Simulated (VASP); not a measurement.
# CO2 in VASP: further runs, part 2 of 2

VASP 6.6.1.

## (4) Single point, PBE+D3(BJ)

Input file INCAR:

```
PREC     = Accurate       # precision mode
ENCUT    = 520            # plane-wave cutoff, eV
EDIFF    = 1E-6           # SCF threshold, eV
ISMEAR   = -1             # smearing method
SIGMA    = 0.05           # smearing width, eV
LREAL    = Auto         
LASPH    = T              # aspherical terms in the spheres
NELM     = 60             # most SCF steps
ALGO     = Normal         # electronic algorithm
ISIF     = 2              # what is computed and relaxed
LWAVE    = F              # write WAVECAR
LCHARG   = F              # write CHGCAR
GGA      = PE             # functional
IVDW     = 12             # dispersion correction
NBANDS   = 82             # bands
```

Input file KPOINTS:

```
Automatic mesh
0
Gamma
  1 1 1
```

Input file POSCAR:

```
CO2
1.0
    8.0824800000      0.0000000000      0.0000000000
    0.0000000000      8.0824800000      0.0000000000
    0.0000000000      0.0000000000      8.0824800000
C O
8 16
Direct
    0.5715819897      0.8133270976      0.8539334462
    0.9858607754      0.4621601291      0.6513594837
    0.0774143580      0.2522369372      0.1165978759
    0.6370693154      0.1153730043      0.5932090151
    0.5773228019      0.5698869654      0.4313156358
    0.1273990161      0.8125105166      0.4269852817
    0.4923736279      0.3556581643      0.0567771278
    0.0283452604      0.7290089181      0.9240109471
    0.5863794281      0.9420623373      0.9144965407
    0.5532707783      0.6885262939      0.8036889668
    0.8815611050      0.5198033277      0.5887920539
    1.1250878443      0.4132889905      0.7043877622
    0.1795364789      0.2027471766      0.1950020291
   -0.0631241896      0.2569384644      0.0714013521
    0.5181825380      0.0412002257      0.5401559917
    0.7494729340      0.1803778048      0.6403232671
    0.5712231889      0.7074684998      0.3784605715
    0.5196301135      0.4374276212      0.4766235116
    0.2410522513      0.8216413774      0.5164875137
    0.0160965446      0.7764077362      0.3302946620
    0.4332457365      0.4927942909      0.0811755798
    0.5758133642      0.2451599014      0.0061738476
   -0.0163563659      0.8360305253      0.8348922608
    0.0621343944      0.6247711099      1.0107788699
```

Potentials or basis: VASP PAW PBE potentials, release 64 (C, O).

Launch:

```bash
$ cat potpaw_PBE.64/C/POTCAR potpaw_PBE.64/O/POTCAR > POTCAR
$ mpirun -np 1 vasp_gam > vasp.out
```

OUTCAR:

```text
PREC = Accurate
   ENCUT = 520
   EDIFF = 1E-6
   ISMEAR = -1
   LREAL = Auto
   LASPH = T
   NELM = 60
   ISIF = 2
   GGA = PE
   IVDW = 12
 IVDW          = 12

 ion  position               nearest neighbor table
   1  0.572  0.813  0.854-  10 1.10   9 1.16
   2  0.986  0.462  0.651-  11 1.09  12 1.27
   3  0.077  0.252  0.117-  13 1.11  14 1.19
   4  0.637  0.115  0.593-  16 1.12  15 1.21
   5  0.577  0.570  0.431-  17 1.19  18 1.22
   6  0.127  0.813  0.427-  19 1.17  20 1.23
   7  0.492  0.356  0.057-  22 1.19  21 1.22
   8  0.028  0.729  0.924-  24 1.13  23 1.18
   9  0.586  0.942  0.914-   1 1.16
  10  0.553  0.689  0.804-   1 1.10
  11  0.882  0.520  0.589-   2 1.09
  12  0.125  0.413  0.704-   2 1.27
  13  0.180  0.203  0.195-   3 1.11
  14  0.937  0.257  0.071-   3 1.19
[... 8 lines left out ...]
  23  0.984  0.836  0.835-   8 1.18
  24  0.062  0.625  0.011-   8 1.13

  LATTYP: Found a simple cubic cell.
 ALAT       =     8.0824800000

  Lattice vectors:

 A1 = (   8.0824800000,   0.0000000000,   0.0000000000)
[... 200 lines left out ...]
 fundamental gap:      5.4513278300
 Fermi energy:        -3.8776126120

 k-point     1 :       0.0000    0.0000    0.0000
  band No.  band energies     occupation
      1     -27.3933      2.00000
      2     -26.5687      2.00000
      3     -26.5457      2.00000
      4     -26.4247      2.00000
      5     -26.2300      2.00000
      6     -25.6846      2.00000
[... 68 lines left out ...]
     75       2.8407      0.00000
     76       3.0238      0.00000
 [bands above 76 left out]

------------------------ aborting loop because EDIFF is reached ----------------------------------------

 Edisp (eV)   -1.05661

 E8    (eV) :    -0.2632

  FORCE on cell =-STRESS in cart. coord.  units (eV):
  Direction    XX          YY          ZZ          XY          YZ          ZX
  --------------------------------------------------------------------------------------
  -------------------------------------------------------------------------------------
  Total       5.21907    10.66801     6.19582    -2.11494     0.38379     8.27446
  in kB      15.83688    32.37130    18.80077    -6.41763     1.16458    25.10824
  external pressure =       22.34 kB  Pullay stress =        0.00 kB

 VOLUME and BASIS-vectors are now :
 -----------------------------------------------------------------------------
  energy-cutoff  :      520.00
  volume of cell :      528.00
      direct lattice vectors                 reciprocal lattice vectors
     8.082480000  0.000000000  0.000000000     0.123724401  0.000000000  0.000000000
     0.000000000  8.082480000  0.000000000     0.000000000  0.123724401  0.000000000
     0.000000000  0.000000000  8.082480000     0.000000000  0.000000000  0.123724401

 POSITION                                       TOTAL-FORCE (eV/Angst)
 -----------------------------------------------------------------------------------
      4.61980      6.57370      6.90190         0.777574      6.809802      3.139393
      7.96820      3.73540      5.26460        14.378047     -5.922086      6.100534
      0.62570      2.03870      0.94240        -8.321930      0.179944     -2.563662
      5.14910      0.93250      4.79460        -7.536462     -4.558503     -3.366358
      4.66620      4.60610      3.48610        -4.255801     -1.163892      0.119323
      1.02970      6.56710      3.45110        -2.421031     -1.999497     -2.565980
[... 16 lines left out ...]
      7.95028      6.75720      6.74800         0.225592     -0.013004     -0.058832
      0.50220      5.04970      0.08712         1.458121     -3.662901      3.057653
 -----------------------------------------------------------------------------------
    total drift:                                0.004919     -0.001708     -0.000981

  FREE ENERGIE OF THE ION-ELECTRON SYSTEM (eV)
  ---------------------------------------------------
  free  energy   TOTEN  =      -181.4166086991 eV

  energy  without entropy=     -181.4166086991  energy(sigma->0) =     -181.41660870
```

stdout:

```text
POSCAR found type information on POSCAR C O
 POSCAR found :  2 types and      24 ions
 scaLAPACK will be used
 LDA part: xc-table for (Slater+PW92), standard interpolation
 POSCAR, INCAR and KPOINTS ok, starting setup
 FFT: planning ... GRIDC
 FFT: planning ... GRID_SOFT
 FFT: planning ... GRID
 WAVECAR not read
 entering main loop
```

It took 91 s on 1 thread of Intel Xeon Platinum 8259CL at 2.50GHz (Skylake/Cascade Lake), shared host; peak memory 0.46 GiB.

Results:

* Free energy: -181.4166 eV
* Pressure: 2.2 GPa
* Largest force: 16.704 eV/Å
* Dispersion energy per atom: -0.044 eV

Forces on the atoms (eV/Å):
```
C    0.778  6.810  3.139
C   14.378 -5.922  6.101
C   -8.322  0.180 -2.564
C   -7.536 -4.559 -3.366
C   -4.256 -1.164  0.119
C   -2.421 -1.999 -2.566
C    0.779  2.903 -1.225
C   -1.669  3.744 -2.917
O    0.412  2.121  0.832
O   -1.162 -9.310 -4.094
O   -8.965  4.402 -4.654
O   -5.342  1.389 -1.511
O    7.399 -1.611  3.676
O    0.890  1.429 -1.147
O    2.095  1.422  1.026
O    5.557  3.227  2.344
O    1.659 -1.187  0.542
O    2.551  2.363 -0.729
O   -0.167  0.519  0.194
O    2.517  1.520  2.446
O    0.651 -3.468  0.139
O   -1.510  0.866  1.216
O    0.226 -0.013 -0.059
O    1.458 -3.663  3.058
```

Caveat: the k points lie up to 0.78 Å⁻¹ apart.

## (5) Single point, PBE+D3(BJ)

Input file INCAR:

```
SYSTEM = CO2
  ALGO = Normal
  EDIFF = 1E-6
  ENCUT = 520
  GGA = PE
  ISIF = 2
  ISMEAR = -1
  IVDW = 12
  LASPH = .TRUE.
  LCHARG = .TRUE.
  LELF = .TRUE.
  LREAL = Auto
  LVHAR = .TRUE.
  LWAVE = .FALSE.
  NBANDS = 82
  NELM = 100
  PREC = Accurate
  SIGMA = 0.05
```

Input file KPOINTS:

```
k-points
0
G
  1 1 1
  0 0 0
```

Input file POSCAR:

```
CO2
1.0
    8.0824800000      0.0000000000      0.0000000000
    0.0000000000      8.0824800000      0.0000000000
    0.0000000000      0.0000000000      8.0824800000
C O
8 16
Direct
    0.5443626214      0.7767046748      0.8351520820
    1.0025759420      0.4538211044      0.6774529600
    0.0090442537      0.2839227564      0.1121314250
    0.7458354366      0.1195053993      0.5992838832
    0.5312973246      0.5774836436      0.4650305352
    0.2102201305      0.7733146262      0.4406320832
    0.5208054953      0.3424320258      0.1284506736
   -0.0096752482      0.7307286872      0.8905806139
    0.5078020608      0.8982638992      0.9145460304
    0.5538646554      0.6730236264      0.7307905494
    0.8715889183      0.5050182617      0.6763765577
    1.1360745712      0.4374028763      0.6911121339
    0.1025551563      0.3582192594      0.1937895299
   -0.0948471261      0.2061124803      0.0390226762
    0.6407563025      0.0488340212      0.5185413388
    0.8406454455      0.1748102068      0.7108709208
    0.6091199731      0.6772426285      0.4146375865
    0.4079069790      0.5166978452      0.5295899278
    0.2859889539      0.8470667419      0.5326954103
    0.1686734765      0.6817585692      0.3366912136
    0.4373657590      0.4538705942      0.1735729628
    0.5747740792      0.2280488167      0.0684319664
   -0.0189174610      0.8583504073      0.8163336006
   -0.0146984589      0.6136977759      0.9754184359
```

Launch:

```bash
$ cat potpaw_PBE.64/C/POTCAR potpaw_PBE.64/O/POTCAR > POTCAR
$ mpirun -np 1 vasp_gam > vasp.out
```

Run time: 1.8 min. Hardware: 1 thread of Intel Xeon Platinum 8259CL at 2.50GHz (Skylake/Cascade Lake), shared host; peak memory 0.45 GiB.

Results (log left out):

```
Free energy                : -180.9389 eV
Pressure                   : 2.8 GPa
Largest force              : 12.460 eV/Å
Dispersion energy per atom : -0.046 eV
```

Forces in eV/Å, atoms in the order of the input:
```
C   -1.817  2.139 -0.618
C   -5.441  1.328 -0.425
C   -2.197 -1.537 -0.880
C    0.743 -0.142  3.642
C   -9.925 -5.790  4.819
C   -0.394 -2.745 -3.038
C   -3.420  3.463  0.995
C   -0.801  2.505 -0.388
O    1.208 -2.533 -0.774
O    0.938  1.002  2.810
O   -5.383  1.165 -0.820
O   10.663 -2.599  0.826
O    0.453  0.092  0.131
O    1.971  1.224  0.975
O    2.668  1.981  1.294
O   -3.542 -2.114 -5.099
O    6.759  5.734 -4.097
O    3.305 -0.707 -1.905
O    1.698  3.404  3.778
O   -1.643 -0.254 -0.797
O    0.820  0.413  0.357
O    2.502 -3.887 -1.611
O    0.482 -1.668  0.516
O    0.353 -0.473  0.307
```

Stress tensor (GPa, compression positive):
```
 5.05 -0.74 -0.75
-0.74  2.61 -0.23
-0.75 -0.23  0.62
```

Levels at points of the mesh, in eV from the Fermi level:
| k point | band 61 | band 62 | band 63 | band 64 | band 65 | band 66 | band 67 | band 68 |
| --- | --- | --- | --- | --- | --- | --- | --- | --- |
| (0.00, 0.00, 0.00) | -1.93 | -1.80 | -1.57 | -1.29 | 3.67 | 4.33 | 4.77 | 4.92 |

Caveat: the k points lie up to 0.78 Å⁻¹ apart.

## (6) Single point, PBE+D3(BJ)

Input file INCAR:

```
SYSTEM = CO2
PREC     = Accurate       ! precision mode
ENCUT    = 520            ! plane-wave cutoff, eV
EDIFF    = 1E-6           ! SCF threshold, eV
ISMEAR   = -1             ! smearing method
SIGMA    = 0.05           ! smearing width, eV
LREAL    = Auto         
LASPH    = .True.         ! aspherical terms in the spheres
NELM     = 80             ! most SCF steps
ALGO     = Normal         ! electronic algorithm
ISIF     = 2              ! what is computed and relaxed
LWAVE    = .False.        ! write WAVECAR
LCHARG   = .False.        ! write CHGCAR
GGA      = PE             ! functional
IVDW     = 12             ! dispersion correction
NBANDS   = 82             ! bands
```

Input file KPOINTS:

```
Automatic mesh
0
Gamma
  1 1 1
  0 0 0
```

Input file POSCAR:

```
CO2
1.0
    8.0824800000      0.0000000000      0.0000000000
    0.0000000000      8.0824800000      0.0000000000
    0.0000000000      0.0000000000      8.0824800000
C O
8 16
Direct
    0.6127327256      0.8254149716      0.9265720422
    1.0524245034      0.4388257070      0.6329740377
   -0.0654749532      0.2171363245      0.1744390336
    0.7631568528      0.0642624541      0.6237565698
    0.5528996051      0.5608427116      0.5032118855
    0.1982312360      0.7567355564      0.4768585880
    0.4257356653      0.4019805802      0.1137645871
    0.0409280320      0.7239733349      0.9553750829
    0.6486128020      0.9619943384      0.8969276757
    0.5764938484      0.6868807594      0.9429778979
    0.9396002217      0.4930912294      0.6984737358
    1.1584934327      0.3592461720      0.5781393830
    0.0311043145      0.3143589591      0.2257104255
   -0.1442502796      0.1066751789      0.1200002969
    0.6371559224      0.0882402431      0.5571186072
    0.8936613515      0.0593258505      0.6846908375
    0.6735556413      0.5711984440      0.4146870762
    0.4739139472      0.5477279251      0.6165063198
    0.2711915155      0.8245241560      0.5885074878
    0.1445472182      0.6841835674      0.3626362206
    0.3128371490      0.4944521978      0.1569196583
    0.5396487217      0.3276469598      0.0640644951
   -0.0234334016      0.8499124031      0.9191485782
    0.1232047589      0.6018944680      0.9700364245
```

Potentials or basis: VASP PAW PBE potentials, release 64 (C, O).

Launch:

```bash
$ cat potpaw_PBE.64/C/POTCAR potpaw_PBE.64/O/POTCAR > POTCAR
$ mpirun -np 1 vasp_gam > vasp.out
```

Run time: 86 s. Hardware: 1 thread of Intel Xeon Platinum 8259CL at 2.50GHz (Skylake/Cascade Lake), shared host; peak memory 0.45 GiB.

Results (log left out):

```
Free energy                : -182.9895 eV
Pressure                   : 1.1 GPa
Largest force              : 8.609 eV/Å
Dispersion energy per atom : -0.045 eV
```

Forces in eV/Å, atoms in the order of the input:
```
C    0.005  0.227 -0.621
C    1.428 -2.180 -0.552
C    0.849 -0.684 -0.184
C    0.068  0.981 -0.291
C    7.259  0.416 -4.610
C    2.013  1.107  1.625
C   -2.994  3.420  0.960
C    1.743 -1.041 -0.976
O   -0.241  0.808  0.246
O   -0.225 -1.110  0.544
O   -3.221  2.303  1.430
O    1.625 -0.385 -0.972
O   -0.859 -0.034 -0.040
O   -0.124  0.754  0.459
O   -1.021 -0.304 -0.478
O    1.092 -0.302  0.215
O   -2.473 -0.012  0.206
O   -4.576 -0.624  4.373
O   -1.796 -0.978 -1.880
O   -0.526  0.402  0.379
O    3.835 -3.267 -0.511
O    0.119 -0.605  0.032
O   -0.165 -0.547  0.759
O   -1.816  1.655 -0.115
```

Stress tensor (GPa, compression positive):
```
 1.55 -0.20 -1.09
-0.20  0.24 -0.70
-1.09 -0.70  1.64
```

Levels at points of the mesh, in eV from the Fermi level:
```tsv
k point	band 61	band 62	band 63	band 64	band 65	band 66	band 67	band 68
(0.00, 0.00, 0.00)	-1.59	-1.56	-1.43	-1.24	4.25	5.15	5.61	5.73
```

Caveat: the k points lie up to 0.78 Å⁻¹ apart.

## (7) The runs side by side

| potentials or basis | cell | cutoff (eV) | pressure (GPa) | largest force (eV/Å) |
| --- | --- | --- | --- | --- |
| VASP PAW PBE potentials, release 64 (C_h, O_h) | as given, atomic positions A | 910 | -0.6 | 9.37 |
| VASP PAW PBE potentials, release 64 (C_h, O_h) | as given, atomic positions B | 910 | -1.1 | 7.74 |
| VASP PAW PBE potentials, release 64 (C, O) | as given, atomic positions C | 520 | 2.2 | 16.70 |
| VASP PAW PBE potentials, release 64 (C, O) | as given, atomic positions D | 520 | 2.8 | 12.46 |
| VASP PAW PBE potentials, release 64 (C, O) | as given, atomic positions E | 520 | 1.1 | 8.61 |

Alike in all rows: task single point; level PBE+D3(BJ); no spin polarisation; k mesh 1 × 1 × 1; smearing fermi-dirac 0.05 eV.

Caveats: all runs use coarse meshes; the cutoff is under 1.25 times the usual one of these potentials, so pressure, stress and relaxed cells hold a basis-set (Pulay) error (at least some runs); the atoms stand as in a frame of molecular dynamics (at least some runs).

Total energies depend on the potentials used, so only differences within one code and one set of settings carry meaning.
